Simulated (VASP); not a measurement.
# BAs in VASP: further runs

The runs below take BAs through single point, relaxation of cell and atoms, with PBE.

Everything below comes from runs of VASP 6.6.1. Logs are shortened: lines on timing, memory, paths and dates and some standing lists are left out, and cuts for length are marked.

## Step 1: The cell of the first run

It takes space group R-3m (No. 166, trigonal). Conventional cell: a = 3.193 Å, b = 3.193 Å, c = 8.341 Å, α = 90.00°, β = 90.00°, γ = 120.00°. Within 3.2 Å of B (site symmetry -3m) lie 6 As at 2.31 Å and 6 B at 3.19 Å. As (site symmetry -3m) has 6 B at 2.31 Å and 6 As at 3.19 Å within 3.2 Å.

The cell was generated, and may not be a known phase.

## Step 2: Single point, PBE

File INCAR:

```
PREC     = Accurate       # precision mode
ENCUT    = 520            # plane-wave cutoff, eV
EDIFF    = 1E-6           # SCF threshold, eV
ISMEAR   = 0              # smearing method
SIGMA    = 0.1            # smearing width, eV
LREAL    = False          # projectors in reciprocal space
LASPH    = True           # aspherical terms in the spheres
NELM     = 100            # most SCF steps
ALGO     = Normal         # electronic algorithm
ISIF     = 2              # what is computed and relaxed
LWAVE    = False          # write WAVECAR
LCHARG   = True           # write CHGCAR
GGA      = PE             # functional
LELF     = True           # ELF
LVHAR    = True         
NBANDS   = 11             # bands
```

File KPOINTS:

```
Automatic mesh
0
Gamma
  6 6 6
```

File POSCAR:

```
BAs
1.0
    1.5965279056      0.9217558150      2.7803783505
   -1.5965279056      0.9217558150      2.7803783505
    0.0000000000     -1.8435116331      2.7803783495
B As
1 1
Direct
    0.0000000000      0.0000000000      0.0000000000
    0.5000000000      0.5000000000      0.5000000000
```

Potentials or basis: VASP PAW PBE potentials, release 64 (B, As).

Run with:

```bash
cat potpaw_PBE.64/B/POTCAR potpaw_PBE.64/As/POTCAR > POTCAR
mpirun -np 1 vasp_std > vasp.out
```

OUTCAR:

```text
PREC = Accurate
   ENCUT = 520
   EDIFF = 1E-6
   ISMEAR = 0
   LREAL = False
   LASPH = True
   NELM = 100
   ISIF = 2
   GGA = PE

 ion  position               nearest neighbor table
   1  0.000  0.000  0.000-   2 2.31   2 2.31   2 2.31   2 2.31   2 2.31   2 2.31
   2  0.500  0.500  0.500-   1 2.31   1 2.31   1 2.31   1 2.31   1 2.31   1 2.31

  LATTYP: Found a trigonal (rhomboedric) cell.
 ALAT       =     3.3360214190
 COS(alpha) =     0.5419368421

  Lattice vectors:

 A1 = (   1.5965279056,   0.9217558150,   2.7803783505)
 A2 = (  -1.5965279056,   0.9217558150,   2.7803783505)
 A3 = (   0.0000000000,  -1.8435116331,   2.7803783495)

Analysis of symmetry for initial positions (statically):
=====================================================================
 Subroutine PRICEL returns:
 Original cell was already a primitive cell.

 Routine SETGRP: Setting up the symmetry group for a
 trigonal (rhombohedral) supercell.

 Subroutine GETGRP returns: Found 12 space group operations
 (whereof 12 operations were pure point group operations)
 out of a pool of 12 trial point group operations.

The static configuration has the point symmetry D_3d.

Analysis of symmetry for dynamics (positions and initial velocities):
=====================================================================
 Subroutine PRICEL returns:
 Original cell was already a primitive cell.

 Routine SETGRP: Setting up the symmetry group for a
 trigonal (rhombohedral) supercell.

 Subroutine GETGRP returns: Found 12 space group operations
 (whereof 12 operations were pure point group operations)
 out of a pool of 12 trial point group operations.

The dynamic configuration has the point symmetry D_3d.

 Subroutine INISYM returns: Found 12 space group operations
 (whereof 12 operations are pure point group operations),
 and found     1 'primitive' translations

----------------------------------------------------------------------------------------

                                     Primitive cell

  volume of cell :      24.5498

  direct lattice vectors                    reciprocal lattice vectors
     1.596527906  0.921755815  2.780378350     0.313179618  0.180814337  0.119887760
    -1.596527906  0.921755815  2.780378350    -0.313179618  0.180814337  0.119887760
     0.000000000 -1.843511633  2.780378349     0.000000000 -0.361628674  0.119887760

  length of vectors
     3.336021419  3.336021419  3.336021419     0.380983429  0.380983429  0.380983429

  position of ions in fractional coordinates (direct lattice)
     0.000000000  0.000000000  0.000000000
     0.500000000  0.500000000  0.500000000

  ion indices of the primitive-cell ions
   primitive index   ion index
                 1           1
                 2           2

----------------------------------------------------------------------------------------

 KPOINTS: Automatic mesh

Automatic generation of k-mesh.
 Grid dimensions read from file:
 generate k-points for:    6    6    6

 Generating k-lattice:

  Cartesian coordinates                     Fractional coordinates (reciprocal lattice)
     0.052196603  0.030135723  0.019981293     0.166666667  0.000000000  0.000000000
    -0.052196603  0.030135723  0.019981293     0.000000000  0.166666667  0.000000000
     0.000000000 -0.060271446  0.019981293    -0.000000000 -0.000000000  0.166666667

  Length of vectors
     0.063497238  0.063497238  0.063497238

  Shift w.r.t. Gamma in fractional coordinates (k-lattice)
     0.000000000  0.000000000  0.000000000

 Subroutine IBZKPT returns following result:
 ===========================================

 Found     32 irreducible k-points:

 Following reciprocal coordinates:
            Coordinates               Weight
  0.000000  0.000000  0.000000      1.000000
  0.166667 -0.000000  0.000000      6.000000
  0.333333 -0.000000  0.000000      6.000000
  0.500000 -0.000000  0.000000      3.000000
  0.166667  0.166667  0.000000      6.000000
  0.333333  0.166667  0.000000     12.000000
[... 16 lines left out ...]
  0.500000  0.500000  0.166667      6.000000
 -0.333333  0.500000  0.166667     12.000000
 [... further k-points ...]
   k-points           NKPTS =     32   k-points in BZ     NKDIM =     32   number of bands    NBANDS=     11
   number of dos      NEDOS =    301   number of ions     NIONS =      2
   total plane-waves  NPLWV =  21952
   dimension x,y,z NGX =    28 NGY =   28 NGZ =   28
   dimension x,y,z NGXF=    56 NGYF=   56 NGZF=   56
   ions per type =               1   1
   NGX,Y,Z   is equivalent  to a cutoff of  13.95, 13.95, 13.95 a.u.
   NGXF,Y,Z  is equivalent  to a cutoff of  27.91, 27.91, 27.91 a.u.
 SYSTEM =  unknown system
   PREC   = accura    normal or accurate (medium, high low for compatibility)
   ISTART =      0    job   : 0-new  1-cont  2-samecut
   ICHARG =      2    charge: 1-file 2-atom 10-const
   ISPIN  =      1    spin polarized calculation?
   LNONCOLLINEAR =      F non collinear calculations
   LSORBIT =      F    spin-orbit coupling
   LASPH  =      T    aspherical Exc in radial PAW
   ENCUT  =  520.0 eV  38.22 Ry    6.18 a.u.   6.20  6.20  6.20*2*pi/ulx,y,z
   NELM   =    100;   NELMIN=  2; NELMDL= -5     # of ELM steps
   EDIFF  = 0.1E-05   stopping-criterion for ELM
   LREAL  =      F    real-space projection
   EDIFFG = 0.1E-04   stopping-criterion for IOM
   NSW    =      0    number of steps for IOM
   IBRION =     -1    ionic relax: 0-MD 1-quasi-New 2-CG
   NFREE  =      0    steps in history (QN), initial steepest desc. (CG)
   ISIF   =      2    stress and relaxation
   ISYM   =      2    0-nonsym 1-usesym 2-fastsym
   POTIM  = 0.5000    time-step for ionic-motion
   TEBEG  =    0.0;   TEEND  =   0.0 temperature during run
   PSTRESS=    0.0 pullay stress
   NELECT =       8.0000    total number of electrons
   NUPDOWN=      -1.0000    fix difference up-down
   EMIN   =  10.00;   EMAX   =-10.00  energy-range for DOS
   EFERMI =   0.00;   METHOD = LEGACY
   ISMEAR =     0;   SIGMA  =   0.10  broadening in eV -4-tet -1-fermi 0-gaus
   EFERMI_NEDOS =   21; number of points for ismear=-14 and -15
   IALGO  =     38    algorithm
   IMIX   =      4    mixing-type and parameters
     AMIX     =   0.40;   BMIX     =  1.00
     AMIX_MAG =   1.60;   BMIX_MAG =  1.00
  volume/ion in A,a.u.               =      12.27        82.84
  Fermi-wavevector in a.u.,A,eV,Ry     =   1.126563  2.128896 17.267768  1.269145
  Thomas-Fermi vector in A             =   2.263246
   LORBIT       =      0    0 simple, 1 ext, 2 COOP (PROOUT), +10 PAW based schemes
   GGA     = PE    functional components
   LHFCALC =     F    Hartree Fock is set to
   AEXX    =    0.0000 exact exchange contribution
   IVDW    =     0    specifies the selected vdW correction
   LEPSILON=     F    determine dielectric tensor
   LRPA    =     F    only Hartree local field effects (RPA)
 non-spin polarized calculation
 Gauss-broadening in eV      SIGMA  =   0.10
  energy-cutoff  :      520.00
  volume of cell :       24.55
 maximum number of plane-waves:       672
 NGX is ok and might be reduce to    28

 number of electron       8.0000000 magnetization

 Free energy of the ion-electron system (eV)
  ---------------------------------------------------
  ext. energy  EPLUGINS =         0.00000000
  ---------------------------------------------------
  free energy    TOTEN  =        -9.59614275 eV

  energy without entropy =       -9.59352401  energy(sigma->0) =       -9.59483338

 E-fermi :   7.2418     XC(G=0): -11.4263

 val. band max:        7.1928007828   @ k =   0.3333   0.1667   0.0000
 cond. band min:       7.4525780644   @ k =   0.5000   0.1667   0.1667
 fundamental gap:      0.2597772816
 Fermi energy:         7.2417910711

 k-point     1 :       0.0000    0.0000    0.0000
  band No.  band energies     occupation
      1      -8.6254      2.00000
      2       6.3897      2.00000
      3       7.6991      0.00000
      4       7.6991      0.00000
      5      10.4552      0.00000
      6      14.8229      0.00000
      7      14.8229      0.00000
      8      15.2693      0.00000
      9      15.4792      0.00000
     10      16.6625      0.00000
     11      16.6625      0.00000

 k-point     2 :       0.1667   -0.0000    0.0000
  band No.  band energies     occupation
      1      -8.0802      2.00000
      2       4.5926      2.00000
      3       6.5855      2.00000
      4       7.6083      0.00000
      5      11.3354      0.00000
      6      12.8604      0.00000
      7      12.9211      0.00000
      8      14.1381      0.00000
      9      16.2288      0.00000
     10      17.0665      0.00000
     11      17.9193      0.00000

 k-point     3 :       0.3333   -0.0000    0.0000
  band No.  band energies     occupation
      1      -6.4921      2.00000
      2       0.4311      2.00000
      3       6.9114      2.00000
      4       7.7251      0.00000
      5      10.0841      0.00000
      6      10.3138      0.00000
      7      11.3076      0.00000
      8      13.0027      0.00000
      9      18.2186      0.00000
     10      20.3280      0.00000
     11      21.1660      0.00000
[... 267 lines left out ...]
 k-point    23 :       0.5000    0.5000    0.1667
  band No.  band energies     occupation
      1      -4.3239      2.00000
      2       0.1916      2.00000
      3       1.6333      2.00000
      4       4.5911      2.00000
      5       6.2874      2.00000
      6      12.7529      0.00000
      7      15.9051      0.00000
      8      17.2744      0.00000
      9      18.8690      0.00000
     10      24.1793      0.00000
     11      25.3103      0.00000

 k-point    24 :      -0.3333    0.5000    0.1667
  band No.  band energies     occupation
      1      -3.1209      2.00000
      2       0.1160      2.00000
      3       0.7842      2.00000
      4       2.0729      2.00000
      5       8.1367      0.00000
      6      13.7148      0.00000
      7      14.1017      0.00000
      8      18.2174      0.00000
      9      18.8432      0.00000
     10      21.0416      0.00000
     11      27.2081      0.00000

 [... further k-points ...]

------------------------ aborting loop because EDIFF is reached ----------------------------------------

  FORCE on cell =-STRESS in cart. coord.  units (eV):
  Direction    XX          YY          ZZ          XY          YZ          ZX
  --------------------------------------------------------------------------------------
  -------------------------------------------------------------------------------------
  Total        0.0906396      0.0906396      0.0561342      0.0000000      0.0000000      0.0000000
  in kB        5.9153549      5.9153549      3.6634512      0.0000000      0.0000000      0.0000000
  external PRESSURE =       5.1647203 kB  Pullay stress =       0.0000000 kB

 VOLUME and BASIS-vectors are now :
 -----------------------------------------------------------------------------
  energy-cutoff  :      520.00
  volume of cell :       24.55
      direct lattice vectors                 reciprocal lattice vectors
     1.596527906  0.921755815  2.780378350     0.313179618  0.180814337  0.119887760
    -1.596527906  0.921755815  2.780378350    -0.313179618  0.180814337  0.119887760
     0.000000000 -1.843511633  2.780378349     0.000000000 -0.361628674  0.119887760

 POSITION                                       TOTAL-FORCE (eV/Angst)
 -----------------------------------------------------------------------------------
      0.00000      0.00000      0.00000         0.000000      0.000000      0.000000
      0.00000     -0.00000      4.17057        -0.000000     -0.000000     -0.000000
 -----------------------------------------------------------------------------------
    total drift:                                0.000000     -0.000000      0.000000

  FREE ENERGIE OF THE ION-ELECTRON SYSTEM (eV)
  ---------------------------------------------------
  free  energy   TOTEN  =        -9.5961427534 eV

  energy  without entropy=       -9.5935240125  energy(sigma->0) =       -9.59483338
```

It took 10 s on 1 thread of Intel Xeon Platinum 8259CL at 2.50GHz (Skylake/Cascade Lake), shared host; peak memory 0.16 GiB.

Results:

* Free energy: -9.5961 eV
* Pressure: 0.5 GPa
* Band gap on the k mesh: zero (bands 4 and 5 overlap by 5.08 eV)

Caveat: the k points lie up to 0.40 Å⁻¹ apart, too coarse for converged energies and pressures of a metal.

## Step 3: Single point, PBE

This run uses another cell than the first one, of the same volume but with other edges.

File INCAR:

```
PREC = Accurate
ENCUT = 520
EDIFF = 1E-6
ISMEAR = 0
SIGMA = 0.1
LREAL = False
LASPH = True
NELM = 60
ALGO = Normal
ISIF = 2
LWAVE = False
LCHARG = True
GGA = PE
LELF = True
LVHAR = True
NBANDS = 11
```

File KPOINTS:

```
regular mesh
0
Gamma
  24 24 24
```

File POSCAR:

```
BAs
1.0
    1.6310166745      0.9416679161      2.6640464631
   -1.6310166745      0.9416679161      2.6640464631
    0.0000000000     -1.8833358321      2.6640464631
B As
1 1
Direct
    0.0000000000      0.0000000000      0.0000000000
    0.5000000000      0.5000000000      0.5000000000
```

Potentials or basis: VASP PAW PBE potentials, release 64 (B, As).

Run with:

```bash
cat potpaw_PBE.64/B/POTCAR potpaw_PBE.64/As/POTCAR > POTCAR
mpirun -np 1 vasp_std > vasp.out
```

Wall time 2.5 min (1 thread of Intel Xeon Platinum 8259CL at 2.50GHz (Skylake/Cascade Lake), shared host); peak memory 0.47 GiB.

The run converged. Its results:

| Quantity | Value |
| --- | --- |
| Free energy | -9.6326 eV |
| Pressure | 0.4 GPa |
| Band gap on the k mesh | zero (bands 4 and 5 overlap by 4.96 eV) |

Levels at points of the mesh, in eV from the Fermi level:
```tsv
k point	band 1	band 2	band 3	band 4	band 5	band 6	band 7	band 8	band 9
(0.00, 0.00, 0.00)	-15.90	-0.02	-0.02	-0.02	3.45	7.66	7.66	7.67	8.86
(0.50, 0.00, 0.00)	-12.15	-9.69	1.06	1.06	1.33	1.33	4.12	5.44	13.74
(0.50, 0.50, 0.00)	-10.72	-7.88	-3.73	-3.72	-3.39	3.70	10.56	10.56	12.60
(0.50, 0.50, 0.50)	-12.15	-9.69	1.07	1.07	1.33	1.33	4.13	5.44	13.74
```

(Continued in part 2 of 2.)

The gap in the log of VASP goes by the Fermi energy; the results here count the filled bands.